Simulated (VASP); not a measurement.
A run of VASP 6.6.1:

The input INCAR:

```
SYSTEM = ZrB2
PREC     = Accurate       ! precision mode
ENCUT    = 520            ! plane-wave cutoff, eV
EDIFF    = 1E-6           ! SCF threshold, eV
ISMEAR   = -1             ! smearing method
SIGMA    = 0.05           ! smearing width, eV
LREAL    = .FALSE.        ! projectors in reciprocal space
LASPH    = .TRUE.         ! aspherical terms in the spheres
NELM     = 80             ! most SCF steps
ALGO     = Normal         ! electronic algorithm
ISIF     = 2              ! what is computed and relaxed
LWAVE    = .FALSE.        ! write WAVECAR
LCHARG   = .FALSE.        ! write CHGCAR
GGA      = CA             ! functional
NBANDS   = 16             ! bands
```

File KPOINTS:

```
regular mesh
0
G
  10 10 8
  0 0 0
```

The input POSCAR:

```
ZrB2
1.0
    3.1700000000      0.0000000000      0.0000000000
   -1.5850000000      2.7453005300      0.0000000000
    0.0000000000      0.0000000000      3.5330000000
Zr B
1 2
Direct
    0.0000000000      0.0000000000      0.0000000000
    0.6666666667      0.3333333333      0.5000000000
    0.3333333333      0.6666666667      0.5000000000
```

Potentials or basis: VASP PAW LDA potentials, release 64 (Zr_sv, B).

Run with:

```sh
$ cat potpaw_LDA.64/Zr_sv/POTCAR potpaw_LDA.64/B/POTCAR > POTCAR
$ mpirun -np 1 vasp_std > vasp.out
```

Hardware: 1 thread of Intel Xeon 8259CL, on a shared host.

**Question.** How long does it take, and how much memory?

**Answer.** It took 33 s on 1 thread of Intel Xeon 8259CL (shared host), peak memory 0.15 GiB. Counts: scf iterations 13, k points 70.
